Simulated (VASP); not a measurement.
# AlCu (Pm-3m) in VASP: phonons with r2SCAN

Aim: the phonons of AlCu with r2SCAN.

Program: VASP 6.6.1. These are calculated values, not measurements. Logs are shortened: lines on timing, memory, paths and dates and some standing lists are left out, and cuts for length are marked.

### Step 1. The cell of the first run

Symmetry: Pm-3m, No. 221, cubic system. Conventional cell: a = 2.957 Å, b = 2.957 Å, c = 2.957 Å, α = 90.00°, β = 90.00°, γ = 90.00°. Within 3.4 Å of Al (site symmetry m-3m) lie 8 Cu at 2.56 Å and 6 Al at 2.96 Å. Within 3.4 Å of Cu (site symmetry m-3m) lie 8 Al at 2.56 Å and 6 Cu at 2.96 Å.

### Step 2. Phonons, r2SCAN

Input file INCAR:

```
SYSTEM = AlCu
PREC = Accurate
ENCUT = 520
EDIFF = 1E-8
ISMEAR = 0
SIGMA = 0.15
LREAL = .False.
LASPH = .True.
NELM = 100
ALGO = Normal
ISIF = 2
LWAVE = .False.
LCHARG = .False.
METAGGA = R2SCAN
LMIXTAU = .True.
NBANDS = 14
IBRION = 6
NFREE = 2
POTIM = 0.015
NSW = 1
```

Input file KPOINTS:

```
regular mesh
0
Gamma
  20 20 20
  0 0 0
```

Input file POSCAR:

```
AlCu
1.0
    2.9568445749      0.0000000000      0.0000000000
    0.0000000000      2.9568445749      0.0000000000
    0.0000000000      0.0000000000      2.9568445749
Al Cu
1 1
Direct
    0.0000000000      0.0000000000      0.0000000000
    0.5000000000      0.5000000000      0.5000000000
```

Potentials or basis: VASP PAW PBE potentials, release 64 (Al, Cu).

Command:

```sh
> cat potpaw_PBE.64/Al/POTCAR potpaw_PBE.64/Cu/POTCAR > POTCAR
> mpirun -np 1 vasp_std > vasp.out
```

OUTCAR:

```text
SYSTEM = AlCu
   PREC = Accurate
   ENCUT = 520
   EDIFF = 1E-8
   ISMEAR = 0
   LREAL = .False.
   LASPH = .True.
   NELM = 100
   ISIF = 2
   METAGGA = R2SCAN
   IBRION = 6
   NFREE = 2
   POTIM = 0.015
   NSW = 1

 ion  position               nearest neighbor table
   1  0.000  0.000  0.000-   2 2.56   2 2.56   2 2.56   2 2.56   2 2.56   2 2.56   2 2.56   2 2.56

   2  0.500  0.500  0.500-   1 2.56   1 2.56   1 2.56   1 2.56   1 2.56   1 2.56   1 2.56   1 2.56

  LATTYP: Found a simple cubic cell.
 ALAT       =     2.9568445749

  Lattice vectors:

 A1 = (   2.9568445749,   0.0000000000,   0.0000000000)
 A2 = (   0.0000000000,   2.9568445749,   0.0000000000)
 A3 = (   0.0000000000,   0.0000000000,   2.9568445749)

Analysis of symmetry for initial positions (statically):
=====================================================================
 Subroutine PRICEL returns:
 Original cell was already a primitive cell.

 Routine SETGRP: Setting up the symmetry group for a
 simple cubic supercell.

 Subroutine GETGRP returns: Found 48 space group operations
 (whereof 48 operations were pure point group operations)
 out of a pool of 48 trial point group operations.

The static configuration has the point symmetry O_h .

Analysis of symmetry for dynamics (positions and initial velocities):
=====================================================================
 Subroutine PRICEL returns:
 Original cell was already a primitive cell.

 Routine SETGRP: Setting up the symmetry group for a
 simple cubic supercell.

 Subroutine GETGRP returns: Found 48 space group operations
 (whereof 48 operations were pure point group operations)
 out of a pool of 48 trial point group operations.

The dynamic configuration has the point symmetry O_h .

 Subroutine INISYM returns: Found 48 space group operations
 (whereof 48 operations are pure point group operations),
 and found     1 'primitive' translations

----------------------------------------------------------------------------------------

                                     Primitive cell

  volume of cell :      25.8515

  direct lattice vectors                    reciprocal lattice vectors
     2.956844575  0.000000000  0.000000000     0.338198365  0.000000000  0.000000000
     0.000000000  2.956844575  0.000000000     0.000000000  0.338198365  0.000000000
     0.000000000  0.000000000  2.956844575     0.000000000  0.000000000  0.338198365

  length of vectors
     2.956844575  2.956844575  2.956844575     0.338198365  0.338198365  0.338198365

  position of ions in fractional coordinates (direct lattice)
     0.000000000  0.000000000  0.000000000
     0.500000000  0.500000000  0.500000000

  ion indices of the primitive-cell ions
   primitive index   ion index
                 1           1
                 2           2

----------------------------------------------------------------------------------------

 KPOINTS: regular mesh

Automatic generation of k-mesh.
 Grid dimensions read from file:
 generate k-points for:   20   20   20

 Generating k-lattice:

  Cartesian coordinates                     Fractional coordinates (reciprocal lattice)
     0.016909918  0.000000000  0.000000000     0.050000000  0.000000000  0.000000000
     0.000000000  0.016909918  0.000000000     0.000000000  0.050000000  0.000000000
     0.000000000  0.000000000  0.016909918     0.000000000  0.000000000  0.050000000

  Length of vectors
     0.016909918  0.016909918  0.016909918

  Shift w.r.t. Gamma in fractional coordinates (k-lattice)
     0.000000000  0.000000000  0.000000000

 Subroutine IBZKPT returns following result:
 ===========================================

 Found    286 irreducible k-points:

 Following reciprocal coordinates:
            Coordinates               Weight
  0.000000  0.000000  0.000000      1.000000
  0.050000  0.000000  0.000000      6.000000
  0.100000  0.000000  0.000000      6.000000
  0.150000  0.000000  0.000000      6.000000
  0.200000  0.000000  0.000000      6.000000
  0.250000  0.000000  0.000000      6.000000
[... 16 lines left out ...]
  0.150000  0.100000  0.000000     24.000000
  0.200000  0.100000  0.000000     24.000000
 [... further k-points ...]
   k-points           NKPTS =    286   k-points in BZ     NKDIM =    286   number of bands    NBANDS=     14
   number of dos      NEDOS =    301   number of ions     NIONS =      2
   total plane-waves  NPLWV =  13824
   dimension x,y,z NGX =    24 NGY =   24 NGZ =   24
   dimension x,y,z NGXF=    48 NGYF=   48 NGZF=   48
   ions per type =               1   1
   NGX,Y,Z   is equivalent  to a cutoff of  13.49, 13.49, 13.49 a.u.
   NGXF,Y,Z  is equivalent  to a cutoff of  26.99, 26.99, 26.99 a.u.
 SYSTEM =  AlCu
   PREC   = accura    normal or accurate (medium, high low for compatibility)
   ISTART =      0    job   : 0-new  1-cont  2-samecut
   ICHARG =      2    charge: 1-file 2-atom 10-const
   ISPIN  =      1    spin polarized calculation?
   LNONCOLLINEAR =      F non collinear calculations
   LSORBIT =      F    spin-orbit coupling
   LASPH  =      T    aspherical Exc in radial PAW
   ENCUT  =  520.0 eV  38.22 Ry    6.18 a.u.   5.50  5.50  5.50*2*pi/ulx,y,z
   NELM   =    100;   NELMIN=  2; NELMDL= -5     # of ELM steps
   EDIFF  = 0.1E-07   stopping-criterion for ELM
   LREAL  =      F    real-space projection
   EDIFFG = 0.1E-06   stopping-criterion for IOM
   NSW    =     61    number of steps for IOM
   IBRION =      6    ionic relax: 0-MD 1-quasi-New 2-CG
   NFREE  =      2    steps in history (QN), initial steepest desc. (CG)
   ISIF   =      2    stress and relaxation
   ISYM   =      2    0-nonsym 1-usesym 2-fastsym
   POTIM  = 0.0150    time-step for ionic-motion
   TEBEG  =    0.0;   TEEND  =   0.0 temperature during run
   PSTRESS=    0.0 pullay stress
   NELECT =      14.0000    total number of electrons
   NUPDOWN=      -1.0000    fix difference up-down
   EMIN   =  10.00;   EMAX   =-10.00  energy-range for DOS
   EFERMI =   0.00;   METHOD = LEGACY
   ISMEAR =     0;   SIGMA  =   0.15  broadening in eV -4-tet -1-fermi 0-gaus
   EFERMI_NEDOS =   21; number of points for ismear=-14 and -15
   IALGO  =     38    algorithm
   IMIX   =      4    mixing-type and parameters
     AMIX     =   0.40;   BMIX     =  1.00
     AMIX_MAG =   1.60;   BMIX_MAG =  1.00
  volume/ion in A,a.u.               =      12.93        87.23
  Fermi-wavevector in a.u.,A,eV,Ry     =   1.334409  2.521668 24.227184  1.780648
  Thomas-Fermi vector in A             =   2.463193
   LORBIT       =      0    0 simple, 1 ext, 2 COOP (PROOUT), +10 PAW based schemes
   METAGGA = R2SCAN    functional components
   LHFCALC =     F    Hartree Fock is set to
   AEXX    =    0.0000 exact exchange contribution
   IVDW    =     0    specifies the selected vdW correction
   LEPSILON=     F    determine dielectric tensor
   LRPA    =     F    only Hartree local field effects (RPA)
 finite differences with symmetry
 non-spin polarized calculation
 Gauss-broadening in eV      SIGMA  =   0.15
  energy-cutoff  :      520.00
  volume of cell :       25.85
 maximum number of plane-waves:       739
 NGX is ok and might be reduce to    24
   NGX = 11   NGY = 11   NGZ = 11

--------------------------------------- Ionic step        1  -------------------------------------------

 number of electron      14.0000015 magnetization

 Free energy of the ion-electron system (eV)
  ---------------------------------------------------
  ext. energy  EPLUGINS =         0.00000000
  ---------------------------------------------------
  free energy    TOTEN  =       -17.90220252 eV

  energy without entropy =      -17.89468983  energy(sigma->0) =      -17.89844617

------------------------ aborting loop because EDIFF is reached ----------------------------------------

  FORCE on cell =-STRESS in cart. coord.  units (eV):
  Direction    XX          YY          ZZ          XY          YZ          ZX
  --------------------------------------------------------------------------------------
  -------------------------------------------------------------------------------------
  Total        0.0010518      0.0010518      0.0010518      0.0000000      0.0000000      0.0000000
  in kB        0.0651888      0.0651888      0.0651888      0.0000000      0.0000000      0.0000000
  external PRESSURE =       0.0651888 kB  Pullay stress =       0.0000000 kB
[... 129 lines left out ...]
  energy  without entropy=      -17.8940750659  energy(sigma->0) =      -17.89783143

--------------------------------------- Ionic step        5  -------------------------------------------

 number of electron      14.0000011 magnetization

 Free energy of the ion-electron system (eV)
  ---------------------------------------------------
  ext. energy  EPLUGINS =         0.00000000
  ---------------------------------------------------
  free energy    TOTEN  =       -17.90158781 eV

  energy without entropy =      -17.89407507  energy(sigma->0) =      -17.89783144

 E-fermi :   9.5763     XC(G=0): -12.6361

 val. band max:        9.5741854762   @ k =   0.2000   0.4000   0.4000
 cond. band min:       9.5912713621   @ k =   0.4000   0.3500   0.0500
 fundamental gap:      0.0170858859
 Fermi energy:         9.5763486297

 k-point     1 :       0.0000    0.0000    0.0000
  band No.  band energies     occupation
      1      -2.9277      2.00000
      2       4.1871      2.00000
      3       4.1871      2.00000
      4       5.3554      2.00000
      5       5.3556      2.00000
      6       5.3556      2.00000
      7      13.7480      0.00000
      8      13.7480      0.00000
      9      13.7482      0.00000
     10      16.0594      0.00000
     11      16.0596      0.00000
     12      21.2586      0.00000
     13      29.3095      0.00000
     14      29.3105      0.00000
[... 375 lines left out ...]
 k-point    24 :       0.2000    0.1000    0.0000
  band No.  band energies     occupation
      1      -2.0190      2.00000
      2       4.1911      2.00000
      3       4.3023      2.00000
      4       5.1148      2.00000
      5       5.1847      2.00000
      6       5.3293      2.00000
      7       9.5707      1.04239
      8      12.7284      0.00000
      9      14.8180      0.00000
     10      17.3360      0.00000
     11      20.2506      0.00000
     12      23.0829      0.00000
     13      24.5396      0.00000
     14      25.0863      0.00000

 [... further k-points ...]

------------------------ aborting loop because EDIFF is reached ----------------------------------------

  FORCE on cell =-STRESS in cart. coord.  units (eV):
  Direction    XX          YY          ZZ          XY          YZ          ZX
  --------------------------------------------------------------------------------------
  -------------------------------------------------------------------------------------
  Total       -0.0027711      0.0034906      0.0034906      0.0000000      0.0000000      0.0000000
  in kB       -0.1717449      0.2163357      0.2163357      0.0000000      0.0000000      0.0000000
  external PRESSURE =       0.0869755 kB  Pullay stress =       0.0000000 kB
[... 17 lines left out ...]
  FREE ENERGIE OF THE ION-ELECTRON SYSTEM (eV)
  ---------------------------------------------------
  free  energy   TOTEN  =       -17.9015878053 eV

  energy  without entropy=      -17.8940750747  energy(sigma->0) =      -17.89783144

 INTERNAL STRAIN TENSORS FROM DISPLACED ATOMS
 ============================================

 INTERNAL STRAIN TENSOR FOR ION    1 for displacements in x,y,z  (eV/Angst):
          X           Y           Z          XY          YZ          ZX
  --------------------------------------------------------------------------------
  x     0.00000     0.00000     0.00000     0.00000     0.00000     0.00000
  y     0.00000     0.00000     0.00000     0.00000     0.00000     0.00000
  z     0.00000     0.00000     0.00000     0.00000     0.00000     0.00000

 INTERNAL STRAIN TENSOR FOR ION    2 for displacements in x,y,z  (eV/Angst):
          X           Y           Z          XY          YZ          ZX
  --------------------------------------------------------------------------------
  x     0.00000     0.00000     0.00000     0.00000     0.00000     0.00000
  y     0.00000     0.00000     0.00000     0.00000     0.00000     0.00000
  z     0.00000     0.00000     0.00000     0.00000     0.00000     0.00000

 Eigenvectors and eigenvalues of the dynamical matrix
 ----------------------------------------------------

   1 f  =    7.910781 THz    49.704901 2PiTHz  263.875240 cm-1    32.716345 meV
             X         Y         Z           dx          dy          dz
      0.000000  0.000000  0.000000    -0.000000    0.000000   -0.830534
      1.478422  1.478422  1.478422    -0.000000    0.000000    0.556969

   2 f  =    7.910781 THz    49.704901 2PiTHz  263.875240 cm-1    32.716345 meV
             X         Y         Z           dx          dy          dz
      0.000000  0.000000  0.000000    -0.000000    0.830534    0.000000
      1.478422  1.478422  1.478422    -0.000000   -0.556969    0.000000
[... 11 lines left out ...]
   5 f/i=    0.104651 THz     0.657543 2PiTHz    3.490787 cm-1     0.432802 meV
             X         Y         Z           dx          dy          dz
      0.000000  0.000000  0.000000     0.413739    0.026254   -0.371947
      1.478422  1.478422  1.478422     0.616954    0.039149   -0.554636

   6 f/i=    0.104651 THz     0.657543 2PiTHz    3.490787 cm-1     0.432802 meV
             X         Y         Z           dx          dy          dz
      0.000000  0.000000  0.000000    -0.236074   -0.411609   -0.291653
      1.478422  1.478422  1.478422    -0.352026   -0.613778   -0.434903

 ELASTIC MODULI CONTR FROM IONIC RELAXATION (kBar)
 Direction    XX          YY          ZZ          XY          YZ          ZX
 --------------------------------------------------------------------------------
 XX           0.0000      0.0000      0.0000      0.0000      0.0000      0.0000
 YY           0.0000      0.0000      0.0000      0.0000      0.0000      0.0000
 ZZ           0.0000      0.0000      0.0000      0.0000      0.0000      0.0000
 XY           0.0000      0.0000      0.0000      0.0000      0.0000      0.0000
 YZ           0.0000      0.0000      0.0000      0.0000      0.0000      0.0000
 ZX           0.0000      0.0000      0.0000      0.0000      0.0000      0.0000
 --------------------------------------------------------------------------------
```

It took 29 min on 1 thread of Intel Xeon 8259CL, shared host; peak memory 0.53 GiB.

Results:

* Highest phonon frequency at Γ: 264 cm⁻¹

Phonon frequencies in cm⁻¹ (negative: imaginary):
| q point | frequencies |
| --- | --- |
| (0.000, 0.000, 0.000) | -3 -3 -3 264 264 264 |

Caveat: the PAW data sets were made with another functional, which shifts forces and pressure a little.
